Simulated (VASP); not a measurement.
Wanted: the native input for a VASP 6.6.1 run.

```yaml
Task: relaxation of cell and atoms
Functional: PBE
Dispersion: D4
Potentials_or_basis: VASP PAW PBE potentials, release 64 (Br)
Cutoff: 500 eV
k_mesh: 13 × 13 × 13
Occupations: fermi-dirac, width 0.05 eV
Spin: no spin polarisation
Dipole_correction: no
Further_INCAR_settings: ALGO = Normal; EDIFF = 1e-07; IBRION = 2; EDIFFG = -0.01; NSW = 60; ISIF = 3
```

The structure of Br lies in POSCAR:

```
Br
1.0
   -1.4234917050      1.4234917050      3.5775173700
    1.4234917050     -1.4234917050      3.5775173700
    1.4234917050      1.4234917050     -3.5775173700
Br
1
Direct
    0.0000000000      0.0000000000      0.0000000000
```

These files were run (other wordings do the same):

INCAR

```
SYSTEM = Br
ALGO = Normal ; EDIFF = 1E-7
EDIFFG = -0.01 ; ENCUT = 500
GGA = PE ; GGA_COMPAT = .False.
IBRION = 2 ; ISIF = 3
ISMEAR = -1 ; IVDW = 13
LASPH = .True. ; LCHARG = .False.
LREAL = .False. ; LWAVE = .False.
NELM = 120 ; NELMIN = 4
NSW = 60 ; PREC = Accurate
SIGMA = 0.05
```

KPOINTS

```
k-points
0
Gamma
  13 13 13
  0 0 0
```

Potentials or basis: VASP PAW PBE potentials, release 64 (Br).

The run is started by

```bash
$ cat potpaw_PBE.64/Br/POTCAR > POTCAR
$ mpirun -np 1 vasp_std > vasp.out
```

It gave:

```json
{"Relaxed volume": "28.71 Å³/atom", "Relaxed cell": "a = 4.080 Å, b = 4.080 Å, c = 4.080 Å, α = 139.21°, β = 139.21°, γ = 59.05°", "Space group after relaxing (to 0.05 Å)": "I4/mmm (No. 139)", "Energy gained by relaxing": "0.2 meV/atom", "Ionic steps": "5", "Pressure after relaxing": "0.0 GPa", "Dispersion energy per atom": "-0.275 eV"}
```

Caveat: an odd number of electrons without spin polarisation forces a metal; a magnetic or distorted state may lie lower; pairwise dispersion overbinds metals, which lowers pressure and volume.

Run time: 62 s on 1 thread of AMD EPYC 9R45 96-Core Processor (Zen 5) (shared host), peak memory 0.17 GiB.
